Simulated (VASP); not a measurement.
Write the native input for VASP 6.6.1 that does the following.

```
Task                   : single point
Functional             : PBE
Potentials or basis    : VASP PAW PBE potentials, release 64 (Ta_pv, H)
Cutoff                 : 520 eV
k mesh                 : 10 × 10 × 10
Occupations            : gaussian, width 0.1 eV
Spin                   : no spin polarisation
Dipole correction      : no
Further INCAR settings : ALGO = Normal; EDIFF = 1e-06; NBANDS = 26
```

The structure of TaH4 lies in POSCAR:

```
TaH4
1.0
   -1.7124251725      2.9086966363      3.2782426023
    1.7124251725     -2.9086966363      3.2782426023
    1.7124251725      2.9086966363     -3.2782426023
Ta H
2 8
Direct
    0.7556165348      0.7556165348      0.0000000000
    0.2443834652      0.2443834652      0.0000000000
    0.1639334915      0.0000000000      0.1639334915
    0.8360665085      0.0000000000      0.8360665085
    0.3685501991      0.7005319481      0.6680182510
    0.0325136971      0.7005319481      0.3319817490
    0.6314498009      0.2994680519      0.3319817490
    0.9674863029      0.2994680519      0.6680182510
    0.5000000000      0.2425136973      0.7425136973
    0.5000000000      0.7574863027      0.2574863027
```

The cell was generated, and may not be a known phase.

The input as run:

INCAR

```
SYSTEM = TaH4
ALGO = Normal ; EDIFF = 1E-6
ENCUT = 520 ; GGA = PE
ISIF = 2 ; ISMEAR = 0
LASPH = .TRUE. ; LCHARG = .FALSE.
LREAL = .FALSE. ; LWAVE = .FALSE.
NBANDS = 26 ; NELM = 60
PREC = Accurate ; SIGMA = 0.1
```

KPOINTS

```
k-points
0
G
  10 10 10
  0 0 0
```

Potentials or basis: VASP PAW PBE potentials, release 64 (Ta_pv, H).

Command:

```sh
$ cat potpaw_PBE.64/Ta_pv/POTCAR potpaw_PBE.64/H/POTCAR > POTCAR
$ mpirun -np 1 vasp_std > vasp.out
```

Results of the run:

```json
{
  "Pressure": "0.0 GPa",
  "Largest force": "0.012 eV/Å",
  "Band gap on the k mesh": "zero (bands 15 and 16 overlap by 1.18 eV)"
}
```

Caveat: spin-orbit coupling is left out, which moves the levels of the heavy elements.

It took 7.2 min on 1 thread of Intel(R) Xeon(R) Platinum 8259CL CPU @ 2.50GHz (Skylake/Cascade Lake), on a shared host, peak memory 0.37 GiB.
